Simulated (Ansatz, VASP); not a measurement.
## One calculation of Cs3Pb2S3, two programs

```
CELL_PARAMETERS angstrom
9.41327 0.00000 0.00000
-4.70664 8.15213 0.00000
0.00000 0.00000 6.87514
ATOMIC_POSITIONS crystal
Cs 0.00000 0.00000 0.00000
Cs 0.33333 0.66667 0.00000
Cs 0.66667 0.33333 0.00000
Pb 0.33333 0.66667 0.50000
Pb 0.66667 0.33333 0.50000
S 0.50000 0.00000 0.50000
S 0.00000 0.50000 0.50000
S 0.50000 0.50000 0.50000
```

Alike in both runs: functional PBE; k mesh 3 × 3 × 4; occupations gaussian, width 0.1 eV; no spin polarisation.

Ansatz relaxed the structure, and its values are those at the end. VASP's run is a single point on that final structure, the one shown.

|  | VASP | Ansatz |
| --- | --- | --- |
| version | VASP 6.6.1 | Ansatz 0.2.0 |
| potentials or method | VASP PAW PBE potentials, release 64 (Cs_sv, Pb_d, S), cutoff 520 eV | scalar-relativistic, plane waves, PAW |
| valence electrons in the cell | 73 | 73 |

```csv
,VASP,Ansatz,Ansatz less VASP
gap on the k mesh at the Fermi level (eV),none,none,-
pressure (GPa),0.1,0.1,+0.02
```

A gap of «none» marks a metal or a gap that the smearing closes.

Spin-orbit coupling is off throughout.
